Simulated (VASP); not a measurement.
# Na (a cell with a defect) in VASP: single point with PBEsol

Aim: the single point of Na (a cell with a defect) with PBEsol.

Program: VASP 6.6.1. These are calculated values, not measurements. Logs are shortened: lines on timing, memory, paths and dates and some standing lists are left out, and cuts for length are marked.

**1. The cell of the first run**

The cell holds a defect, 17 atoms: a = 8.460 Å, b = 8.460 Å, c = 8.460 Å, α = 90.00°, β = 90.00°, γ = 90.00°.

**2. Single point, PBEsol**

Contents of INCAR:

```
SYSTEM = Na
PREC = Accurate
ENCUT = 520
EDIFF = 1E-6
ISMEAR = -1
SIGMA = 0.1
LREAL = Auto
LASPH = .True.
NELM = 60
ALGO = Normal
ISIF = 2
LWAVE = .False.
LCHARG = .False.
GGA = PS
NBANDS = 74
```

Contents of KPOINTS:

```
Automatic mesh
0
Gamma
  2 2 2
  0 0 0
```

Contents of POSCAR:

```
Na
1.0
    8.4600000000      0.0000000000      0.0000000000
    0.0000000000      8.4600000000      0.0000000000
    0.0000000000      0.0000000000      8.4600000000
Na
17
Direct
   -0.0505555556     -0.0074468085     -0.0337352246
    0.5445035461      0.0178250591      0.0306737589
   -0.0411583924      0.5339479905      0.0255673759
    0.0036406619     -0.0383333333      0.3785815603
    0.2076950355      0.2129196217      0.1320330969
    0.5348345154      0.3924940898     -0.0541962175
    0.5405200946      0.1438297872      0.4729314421
    0.7909810875      0.2827068558      0.2179669031
    0.0002127660      0.6712647754      0.6550000000
    0.2394917258      0.5634160757      0.3423640662
    0.2101418440      0.3339952719      0.7078368794
    0.5209219858      0.5397517730      0.5920449173
    0.6613120567      0.7121985816      0.1990307329
    0.7995035461      0.3191962175      0.6812647754
    0.2999645390      0.7592434988      1.0580141844
    0.6866312057      0.8308274232      0.7224349882
    0.2821749409     -0.0919739953      0.6319621749
```

Potentials or basis: VASP PAW PBE potentials, release 64 (Na_pv).

Started as:

```sh
$ cat potpaw_PBE.64/Na_pv/POTCAR > POTCAR
$ mpirun -np 1 vasp_std > vasp.out
```

OUTCAR:

```text
SYSTEM = Na
   PREC = Accurate
   ENCUT = 520
   EDIFF = 1E-6
   ISMEAR = -1
   LREAL = Auto
   LASPH = .True.
   NELM = 60
   ISIF = 2
   GGA = PS

 ion  position               nearest neighbor table
   1  0.949  0.993  0.966-
   2  0.545  0.018  0.031-
   3  0.959  0.534  0.026-
   4  0.004  0.962  0.379-
   5  0.208  0.213  0.132-
   6  0.535  0.392  0.946-
[... 9 lines left out ...]
  16  0.687  0.831  0.722-
  17  0.282  0.908  0.632-

  LATTYP: Found a simple cubic cell.
 ALAT       =     8.4600000000

  Lattice vectors:

 A1 = (   8.4600000000,   0.0000000000,   0.0000000000)
 A2 = (   0.0000000000,   8.4600000000,   0.0000000000)
 A3 = (   0.0000000000,   0.0000000000,   8.4600000000)

Analysis of symmetry for initial positions (statically):
=====================================================================
 Subroutine PRICEL returns:
 Original cell was already a primitive cell.

 Routine SETGRP: Setting up the symmetry group for a
 simple cubic supercell.

 Subroutine GETGRP returns: Found  1 space group operations
 (whereof  1 operations were pure point group operations)
 out of a pool of 48 trial point group operations.

The static configuration has the point symmetry C_1 .

Analysis of symmetry for dynamics (positions and initial velocities):
=====================================================================
 Subroutine PRICEL returns:
 Original cell was already a primitive cell.

 Routine SETGRP: Setting up the symmetry group for a
 simple cubic supercell.

 Subroutine GETGRP returns: Found  1 space group operations
 (whereof  1 operations were pure point group operations)
 out of a pool of 48 trial point group operations.

The dynamic configuration has the point symmetry C_1 .

 Subroutine INISYM returns: Found  1 space group operations
 (whereof  1 operations are pure point group operations),
 and found     1 'primitive' translations

----------------------------------------------------------------------------------------

                                     Primitive cell

  volume of cell :     605.4957

  direct lattice vectors                    reciprocal lattice vectors
     8.460000000  0.000000000  0.000000000     0.118203310  0.000000000  0.000000000
     0.000000000  8.460000000  0.000000000     0.000000000  0.118203310  0.000000000
     0.000000000  0.000000000  8.460000000     0.000000000  0.000000000  0.118203310

  length of vectors
     8.460000000  8.460000000  8.460000000     0.118203310  0.118203310  0.118203310

  position of ions in fractional coordinates (direct lattice)
     0.949444444  0.992553192  0.966264775
     0.544503546  0.017825059  0.030673759
     0.958841608  0.533947991  0.025567376
     0.003640662  0.961666667  0.378581560
     0.207695036  0.212919622  0.132033097
     0.534834515  0.392494090  0.945803783
[... 9 lines left out ...]
     0.686631206  0.830827423  0.722434988
     0.282174941  0.908026005  0.631962175

  ion indices of the primitive-cell ions
   primitive index   ion index
                 1           1
                 2           2
                 3           3
                 4           4
                 5           5
                 6           6
[... 9 lines left out ...]
                16          16
                17          17

----------------------------------------------------------------------------------------

 KPOINTS: Automatic mesh

Automatic generation of k-mesh.
 Grid dimensions read from file:
 generate k-points for:    2    2    2

 Generating k-lattice:

  Cartesian coordinates                     Fractional coordinates (reciprocal lattice)
     0.059101655  0.000000000  0.000000000     0.500000000  0.000000000  0.000000000
     0.000000000  0.059101655  0.000000000     0.000000000  0.500000000  0.000000000
     0.000000000  0.000000000  0.059101655     0.000000000  0.000000000  0.500000000

  Length of vectors
     0.059101655  0.059101655  0.059101655

  Shift w.r.t. Gamma in fractional coordinates (k-lattice)
     0.000000000  0.000000000  0.000000000

 Subroutine IBZKPT returns following result:
 ===========================================

 Found      8 irreducible k-points:

 Following reciprocal coordinates:
            Coordinates               Weight
  0.000000  0.000000  0.000000      1.000000
  0.500000  0.000000  0.000000      1.000000
  0.000000  0.500000  0.000000      1.000000
  0.000000  0.000000  0.500000      1.000000
  0.500000  0.500000  0.000000      1.000000
  0.000000  0.500000  0.500000      1.000000
  0.500000  0.000000  0.500000      1.000000
  0.500000  0.500000  0.500000      1.000000
   k-points           NKPTS =      8   k-points in BZ     NKDIM =      8   number of bands    NBANDS=     74
   number of dos      NEDOS =    301   number of ions     NIONS =     17
   total plane-waves  NPLWV = 262144
   dimension x,y,z NGX =    64 NGY =   64 NGZ =   64
   dimension x,y,z NGXF=   128 NGYF=  128 NGZF=  128
   ions per type =              17
   NGX,Y,Z   is equivalent  to a cutoff of  12.58, 12.58, 12.58 a.u.
   NGXF,Y,Z  is equivalent  to a cutoff of  25.15, 25.15, 25.15 a.u.
 SYSTEM =  Na
   PREC   = accura    normal or accurate (medium, high low for compatibility)
   ISTART =      0    job   : 0-new  1-cont  2-samecut
   ICHARG =      2    charge: 1-file 2-atom 10-const
   ISPIN  =      1    spin polarized calculation?
   LNONCOLLINEAR =      F non collinear calculations
   LSORBIT =      F    spin-orbit coupling
   LASPH  =      T    aspherical Exc in radial PAW
   ENCUT  =  520.0 eV  38.22 Ry    6.18 a.u.  15.73 15.73 15.73*2*pi/ulx,y,z
   NELM   =     60;   NELMIN=  2; NELMDL= -5     # of ELM steps
   EDIFF  = 0.1E-05   stopping-criterion for ELM
   LREAL  =      T    real-space projection
   EDIFFG = 0.1E-04   stopping-criterion for IOM
   NSW    =      0    number of steps for IOM
   IBRION =     -1    ionic relax: 0-MD 1-quasi-New 2-CG
   NFREE  =      0    steps in history (QN), initial steepest desc. (CG)
   ISIF   =      2    stress and relaxation
   ISYM   =      2    0-nonsym 1-usesym 2-fastsym
   POTIM  = 0.5000    time-step for ionic-motion
   TEBEG  =    0.0;   TEEND  =   0.0 temperature during run
   PSTRESS=    0.0 pullay stress
   NELECT =     119.0000    total number of electrons
   NUPDOWN=      -1.0000    fix difference up-down
   EMIN   =  10.00;   EMAX   =-10.00  energy-range for DOS
   EFERMI =   0.00;   METHOD = LEGACY
   ISMEAR =    -1;   SIGMA  =   0.10  broadening in eV -4-tet -1-fermi 0-gaus
   EFERMI_NEDOS =   21; number of points for ismear=-14 and -15
   IALGO  =     38    algorithm
   IMIX   =      4    mixing-type and parameters
     AMIX     =   0.40;   BMIX     =  1.00
     AMIX_MAG =   1.60;   BMIX_MAG =  1.00
  volume/ion in A,a.u.               =      35.62       240.36
  Fermi-wavevector in a.u.,A,eV,Ry     =   0.951817  1.798673 12.326274  0.905956
  Thomas-Fermi vector in A             =   2.080322
   LORBIT       =      0    0 simple, 1 ext, 2 COOP (PROOUT), +10 PAW based schemes
   GGA     = PS    functional components
   LHFCALC =     F    Hartree Fock is set to
   AEXX    =    0.0000 exact exchange contribution
   IVDW    =     0    specifies the selected vdW correction
   LEPSILON=     F    determine dielectric tensor
   LRPA    =     F    only Hartree local field effects (RPA)
 non-spin polarized calculation
  energy-cutoff  :      520.00
  volume of cell :      605.50
 maximum number of plane-waves:     16384
 NGX is ok and might be reduce to    64
   NGX = 31   NGY = 31   NGZ = 31

 number of electron     119.0000014 magnetization

 Free energy of the ion-electron system (eV)
  ---------------------------------------------------
  ext. energy  EPLUGINS =         0.00000000
  ---------------------------------------------------
  free energy    TOTEN  =       -21.91825085 eV

  energy without entropy =      -21.52775517  energy(sigma->0) =      -21.72300301

 E-fermi :   0.2138     XC(G=0):  -6.5859

 val. band max:        0.2136810340   @ k =   0.5000   0.5000   0.0000
 cond. band min:       0.2330983080   @ k =   0.5000   0.0000   0.5000
 fundamental gap:      0.0194172741
 Fermi energy:         0.2137537498

 k-point     1 :       0.0000    0.0000    0.0000
  band No.  band energies     occupation
      1     -24.6059      2.00000
      2     -24.5833      2.00000
      3     -24.5729      2.00000
      4     -24.5646      2.00000
      5     -24.5581      2.00000
      6     -24.5478      2.00000
[... 63 lines left out ...]
     70       1.5147      0.00000
     71       2.8813      0.00000

 k-point     2 :       0.5000    0.0000    0.0000
  band No.  band energies     occupation
      1     -24.6059      2.00000
      2     -24.5835      2.00000
      3     -24.5729      2.00000
      4     -24.5648      2.00000
      5     -24.5574      2.00000
      6     -24.5485      2.00000
[... 63 lines left out ...]
     70       1.9573      0.00000
     71       2.0406      0.00000

 k-point     3 :       0.0000    0.5000    0.0000
  band No.  band energies     occupation
      1     -24.6059      2.00000
      2     -24.5829      2.00000
      3     -24.5729      2.00000
      4     -24.5651      2.00000
      5     -24.5578      2.00000
      6     -24.5475      2.00000
[... 63 lines left out ...]
     70       2.0025      0.00000
     71       2.0973      0.00000

 k-point     4 :       0.0000    0.0000    0.5000
  band No.  band energies     occupation
      1     -24.6059      2.00000
      2     -24.5833      2.00000
      3     -24.5728      2.00000
      4     -24.5645      2.00000
      5     -24.5580      2.00000
      6     -24.5476      2.00000
[... 63 lines left out ...]
     70       1.9722      0.00000
     71       2.0227      0.00000

 k-point     5 :       0.5000    0.5000    0.0000
  band No.  band energies     occupation
      1     -24.6059      2.00000
      2     -24.5838      2.00000
      3     -24.5729      2.00000
      4     -24.5645      2.00000
      5     -24.5571      2.00000
      6     -24.5476      2.00000
[... 63 lines left out ...]
     70       2.4954      0.00000
     71       2.5683      0.00000

 k-point     6 :       0.0000    0.5000    0.5000
  band No.  band energies     occupation
      1     -24.6059      2.00000
      2     -24.5828      2.00000
      3     -24.5728      2.00000
      4     -24.5652      2.00000
      5     -24.5578      2.00000
      6     -24.5477      2.00000
[... 63 lines left out ...]
     70       2.4665      0.00000
     71       2.4963      0.00000

 k-point     7 :       0.5000    0.0000    0.5000
  band No.  band energies     occupation
      1     -24.6059      2.00000
      2     -24.5834      2.00000
      3     -24.5728      2.00000
      4     -24.5648      2.00000
      5     -24.5574      2.00000
      6     -24.5483      2.00000
[... 63 lines left out ...]
     70       2.4722      0.00000
     71       2.5752      0.00000

 k-point     8 :       0.5000    0.5000    0.5000
  band No.  band energies     occupation
      1     -24.6059      2.00000
      2     -24.5839      2.00000
      3     -24.5729      2.00000
      4     -24.5645      2.00000
      5     -24.5572      2.00000
      6     -24.5474      2.00000
[... 63 lines left out ...]
     70       2.6420      0.00000
     71       2.6893      0.00000
 [bands above 71 left out]

------------------------ aborting loop because EDIFF is reached ----------------------------------------

  FORCE on cell =-STRESS in cart. coord.  units (eV):
  Direction    XX          YY          ZZ          XY          YZ          ZX
  --------------------------------------------------------------------------------------
  -------------------------------------------------------------------------------------
  Total        5.4074931      3.7155501      1.9908864      1.2670307     -1.7474386      0.5067564
  in kB       14.3085448      9.8315640      5.2680026      3.3526379     -4.6238254      1.3409072
  external PRESSURE =       9.8027038 kB  Pullay stress =       0.0000000 kB

 VOLUME and BASIS-vectors are now :
 -----------------------------------------------------------------------------
  energy-cutoff  :      520.00
  volume of cell :      605.50
      direct lattice vectors                 reciprocal lattice vectors
     8.460000000  0.000000000  0.000000000     0.118203310  0.000000000  0.000000000
     0.000000000  8.460000000  0.000000000     0.000000000  0.118203310  0.000000000
     0.000000000  0.000000000  8.460000000     0.000000000  0.000000000  0.118203310

 POSITION                                       TOTAL-FORCE (eV/Angst)
 -----------------------------------------------------------------------------------
      8.03230      8.39700      8.17460         0.037820     -0.052422     -0.182545
      4.60650      0.15080      0.25950         0.035051      0.297518     -0.112978
      8.11180      4.51720      0.21630         0.127927      0.157088     -0.216899
      0.03080      8.13570      3.20280        -0.189998      0.012763     -0.049275
      1.75710      1.80130      1.11700         0.171302      0.090204      0.100668
      4.52470      3.32050      8.00150        -0.127615      0.234265      0.154031
[... 9 lines left out ...]
      5.80890      7.02880      6.11180        -0.099957      0.188384      0.053713
      2.38720      7.68190      5.34640         0.180521      0.022180      0.241382
 -----------------------------------------------------------------------------------
    total drift:                                0.000334     -0.000164     -0.000831

  FREE ENERGIE OF THE ION-ELECTRON SYSTEM (eV)
  ---------------------------------------------------
  free  energy   TOTEN  =       -21.9182508503 eV

  energy  without entropy=      -21.5277551713  energy(sigma->0) =      -21.72300301
```

It took 7.2 min on 1 thread of AMD EPYC 7R43 (Zen 3), shared host; peak memory 0.58 GiB.

Results:

* Free energy: -21.9183 eV
* Pressure: 1.0 GPa
* Largest force: 0.465 eV/Å
* Band gap on the k mesh: zero (an odd number of electrons rules out a gap without spin polarisation)

Forces on the atoms (eV/Å):
```
Na   0.038 -0.052 -0.183
Na   0.035  0.298 -0.113
Na   0.128  0.157 -0.217
Na  -0.190  0.013 -0.049
Na   0.171  0.090  0.101
Na  -0.128  0.234  0.154
Na  -0.200 -0.139 -0.173
Na   0.023 -0.006  0.244
Na   0.024 -0.201 -0.039
Na  -0.144 -0.183  0.129
Na  -0.059 -0.205  0.056
Na  -0.068  0.141 -0.223
Na   0.149 -0.090  0.330
Na   0.372 -0.259  0.089
Na  -0.233 -0.009 -0.402
Na  -0.100  0.188  0.054
Na   0.181  0.022  0.241
```

Stress tensor (GPa, compression positive):
```
 1.43  0.34  0.13
 0.34  0.98 -0.46
 0.13 -0.46  0.53
```

Caveat: the k points lie up to 0.37 Å⁻¹ apart, too coarse for converged energies and pressures of a metal; the atoms stand as in a frame of molecular dynamics; the PAW data sets were made with another functional, which shifts forces and pressure a little.
